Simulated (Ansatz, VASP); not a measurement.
**Zn in VASP and in Ansatz**

Contents of INCAR:

```
SYSTEM = Zn
  ALGO = Normal
  EDIFF = 1E-6
  ENCUT = 500
  GGA = PE
  GGA_COMPAT = .FALSE.
  ISIF = 2
  ISMEAR = -1
  LASPH = .TRUE.
  LCHARG = .FALSE.
  LREAL = .FALSE.
  LWAVE = .FALSE.
  NBANDS = 32
  NELM = 120
  PREC = Accurate
  SIGMA = 0.1
```

The input KPOINTS:

```
k-points
0
G
  14 7 8
  0 0 0
```

Contents of POSCAR:

```
Zn
1.0
   -1.3179064435      2.2826809196      0.0000000000
    0.0000000000      0.0000000000      5.0929170809
    3.9537193303      2.2826809197      0.0000000000
Zn
4
Direct
    0.5000000000      0.2500000000      0.1666666670
    0.0000000000      0.2500000000      0.6666666670
    0.0000000000      0.7500000000      0.3333333330
    0.5000000000      0.7500000000      0.8333333330
```

Input for Ansatz:

```yaml
crystal:
  lattice:
    - [-1.3179064435, 2.2826809196, 0.0]
    - [0.0, 0.0, 5.0929170809]
    - [3.9537193303, 2.2826809197, 0.0]
  atoms:
    - { symbol: Zn, position: [0.5, 0.25, 0.166666667] }
    - { symbol: Zn, position: [0.0, 0.25, 0.666666667] }
    - { symbol: Zn, position: [0.0, 0.75, 0.333333333] }
    - { symbol: Zn, position: [0.5, 0.75, 0.833333333] }
kpoints:
  mp_grid: { grid: [14, 7, 8] }
scf:
  occupations: { method: fermi_dirac, width: 0.1 }
hamiltonian:
  xc: pbe
  pseudopotentials: { kind: paw }
output:
  forces: true
  stress: true
  eigenvalues: true
```

Alike in both runs: task single point; functional PBE; k mesh 14 × 7 × 8; occupations fermi-dirac, width 0.1 eV; no spin polarisation.

|  | VASP | Ansatz |
| --- | --- | --- |
| version | VASP 6.6.1 | Ansatz 0.2.0 |
| potentials or method | VASP PAW PBE potentials, release 64 (Zn) | PAW with Ansatz's default frozen-core files, scalar-relativistic |
| plane-wave cutoff (eV) | 500 | 420 |
| valence electrons in the cell | 48 | 48 |

|  | VASP | Ansatz | Ansatz less VASP |
| --- | --- | --- | --- |
| pressure (GPa) | 0.5 | 0.1 | -0.39 |
| traceless stress, the component that is largest in VASP (GPa) | -0.72 | -0.51 | +0.204 |

With one functional, cell and mesh, what is left measures potentials, basis and numerics.
